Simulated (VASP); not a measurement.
# HC12 in VASP: further runs, part 2 of 2

VASP 6.6.1. Earlier steps stand in the parts before.

## (6) Single point, PBE

Contents of INCAR:

```
SYSTEM = HC12
ALGO     = Normal         ! electronic algorithm
DIPOL    = 0.5 0.5 0.288
EDIFF    = 1E-6           ! SCF threshold, eV
ENCUT    = 520            ! plane-wave cutoff, eV
GGA      = PE             ! functional
IDIPOL   = 3            
ISIF     = 2              ! what is computed and relaxed
ISMEAR   = 0              ! smearing method
LASPH    = .True.         ! aspherical terms in the spheres
LCHARG   = .False.        ! write CHGCAR
LDIPOL   = .True.       
LREAL    = Auto         
LWAVE    = .False.        ! write WAVECAR
NBANDS   = 68             ! bands
NELM     = 60             ! most SCF steps
PREC     = Accurate       ! precision mode
SIGMA    = 0.05           ! smearing width, eV
```

Contents of KPOINTS:

```
k-points
0
Gamma
  5 5 1
  0 0 0
```

Contents of POSCAR:

```
HC12
1.0
    5.0509324483      0.0000000000      0.0000000000
    0.0000000000      5.0509324483      0.0000000000
    0.0000000000      0.0000000000     22.3754933530
C H
24 2
Direct
    0.0000000000      0.2500000000      0.1787670080
    0.0000000000      0.7500000000      0.1787670080
    0.5000000000      0.2500000000      0.1787670080
    0.5000000000      0.7500000000      0.1787670080
    0.0000000000      0.0000000000      0.2186716990
    0.0000000000      0.5000000000      0.2186716990
    0.5000000000      0.0000000000      0.2186716990
    0.5000000000      0.5000000000      0.2186716990
    0.2500000000      0.0000000000      0.2585763899
    0.2500000000      0.5000000000      0.2585763899
    0.7500000000      0.0000000000      0.2585763899
    0.7500000000      0.5000000000      0.2585763899
    0.2500000000      0.2500000000      0.2976014419
    0.2500000000      0.7500000000      0.2976014419
    0.7500000000      0.2500000000      0.2976014419
    0.7500000000      0.7500000000      0.2976014419
    0.0000000000      0.2500000000      0.3394883053
    0.0000000000      0.7500000000      0.3394883053
    0.5000000000      0.2500000000      0.3394883053
    0.5000000000      0.7500000000      0.3394883053
    0.0000000000      0.0000000000      0.3743154719
    0.0000000000      0.5000000000      0.3743154719
    0.5000000000      0.0000000000      0.3743154719
    0.5000000000      0.5000000000      0.3743154719
    0.7376721994      0.3750000000      0.4087281209
    1.2623278006      0.3750000000      0.4087281209
```

Potentials or basis: VASP PAW PBE potentials, release 64 (C, H).

The run is started by

```bash
cat potpaw_PBE.64/C/POTCAR potpaw_PBE.64/H/POTCAR > POTCAR
mpirun -np 1 vasp_std > vasp.out
```

OUTCAR:

```text
SYSTEM = HC12
   EDIFF = 1E-6
   ENCUT = 520
   GGA = PE
   ISIF = 2
   ISMEAR = 0
   LASPH = .True.
   LREAL = Auto
   NELM = 60
   PREC = Accurate

 ion  position               nearest neighbor table
   1  0.000  0.250  0.179-   5 1.55   6 1.55
   2  0.000  0.750  0.179-   5 1.55   6 1.55
   3  0.500  0.250  0.179-   7 1.55   8 1.55
   4  0.500  0.750  0.179-   7 1.55   8 1.55
   5  0.000  0.000  0.219-   9 1.55  11 1.55   1 1.55   2 1.55
   6  0.000  0.500  0.219-  10 1.55  12 1.55   1 1.55   2 1.55
[... 834 lines left out ...]
  Total      -24.4915467     -6.8706716     -3.8881265      0.0000000      5.5657629      0.0000000
  in kB      -68.7402416    -19.2838627    -10.9127758      0.0000000     15.6213853      0.0000000
  external PRESSURE =     -32.9789600 kB  Pullay stress =       0.0000000 kB

 VOLUME and BASIS-vectors are now :
 -----------------------------------------------------------------------------
  energy-cutoff  :      520.00
  volume of cell :      570.84
      direct lattice vectors                 reciprocal lattice vectors
     5.050932448  0.000000000  0.000000000     0.197983246  0.000000000  0.000000000
     0.000000000  5.050932448  0.000000000     0.000000000  0.197983246  0.000000000
     0.000000000  0.000000000 22.375493353     0.000000000  0.000000000  0.044691752

 POSITION                                       TOTAL-FORCE (eV/Angst)
 -----------------------------------------------------------------------------------
      0.00000      1.26273      4.00000         0.000000      0.033671      2.188700
      0.00000      3.78820      4.00000         0.000000     -0.042133      2.176084
      2.52547      1.26273      4.00000         0.000000      0.029666      2.176274
      2.52547      3.78820      4.00000         0.000000     -0.037125      2.162794
      0.00000      0.00000      4.89289         0.000000     -0.033287     -2.510952
      0.00000      2.52547      4.89289         0.000000      0.017744     -2.547059
[... 18 lines left out ...]
      3.72593      1.89410      9.14549        -0.285166      2.849456     -0.627850
      1.32500      1.89410      9.14549         0.285166      2.849456     -0.627850
 -----------------------------------------------------------------------------------
    total drift:                                0.000000      0.000044      0.045373

  FREE ENERGIE OF THE ION-ELECTRON SYSTEM (eV)
  ---------------------------------------------------
  free  energy   TOTEN  =      -199.0032485631 eV

  energy  without entropy=     -198.9929075224  energy(sigma->0) =     -198.99807804

 vacuum level on the upper side and lower side of the slab         3.248         4.633
```

OSZICAR:

```text
N       E                     dE             d eps       ncg     rms          rms(c)
DAV:   1     0.794310395934E+03    0.79431E+03   -0.41427E+04  1224   0.119E+03
DAV:   2    -0.918395228239E+02   -0.88615E+03   -0.84101E+03  1764   0.286E+02
DAV:   3    -0.201793287432E+03   -0.10995E+03   -0.10809E+03  1472   0.103E+02
[... 22 lines left out ...]
DAV:  26    -0.199003239871E+03   -0.36808E-05   -0.21109E-07   888   0.145E-03    0.818E-04
DAV:  27    -0.199003244320E+03   -0.44485E-05   -0.95513E-08   860   0.971E-04    0.340E-04
DAV:  28    -0.199003246060E+03   -0.17404E-05   -0.44667E-08   888   0.578E-04    0.394E-04
DAV:  29    -0.199003248129E+03   -0.20693E-05   -0.56168E-08   856   0.698E-04    0.194E-04
DAV:  30    -0.199003248563E+03   -0.43380E-06   -0.22015E-08   900   0.387E-04
   1 F= -.19900325E+03 E0= -.19899808E+03  d E =-.103410E-01
```

Wall time 26 min (1 thread of Intel Xeon 8259CL, shared host); peak memory 0.67 GiB.

Results:

```
Free energy            : -199.0032 eV
Largest force          : 4.121 eV/Å
Band gap on the k mesh : zero (bands 49 and 50 overlap by 0.20 eV)
```

Forces on the atoms (eV/Å):
```
C    0.000  0.034  2.189
C    0.000 -0.042  2.176
C    0.000  0.030  2.176
C    0.000 -0.037  2.163
C    0.000 -0.033 -2.511
C    0.000  0.018 -2.547
C    0.000 -0.023 -2.512
C    0.000  0.016 -2.524
C   -0.035  0.035  0.125
C   -0.021 -0.048  0.195
C    0.035  0.035  0.125
C    0.021 -0.048  0.195
C    0.065 -0.123 -0.010
C    0.048 -0.192  0.221
C   -0.065 -0.123 -0.010
C   -0.048 -0.192  0.221
C    0.000 -0.335 -1.333
C    0.000  0.422  0.000
C    0.000 -0.488 -1.836
C    0.000  0.554 -0.034
C    0.000  0.303  0.267
C    0.000 -2.470  1.741
C    0.000  0.328  0.334
C    0.000 -3.318  2.444
H   -0.285  2.849 -0.628
H    0.285  2.849 -0.628
```

## (7) Summary

```csv
cell,gap on the mesh (eV),largest force (eV/Å)
"as given, atomic positions A",none,6.13
"as given, atomic positions B",none,4.63
"as given, atomic positions C",none,6.19
"as given, atomic positions D",none,4.31
"as given, atomic positions E",none,4.12
```

Alike in all rows: task single point; level PBE; potentials or basis VASP PAW PBE potentials, release 64 (C, H); no spin polarisation; k mesh 5 × 5 × 1; cutoff (eV) 520; smearing gaussian 0.05 eV.

Total energies depend on the potentials used, so only differences within one code and one set of settings carry meaning.
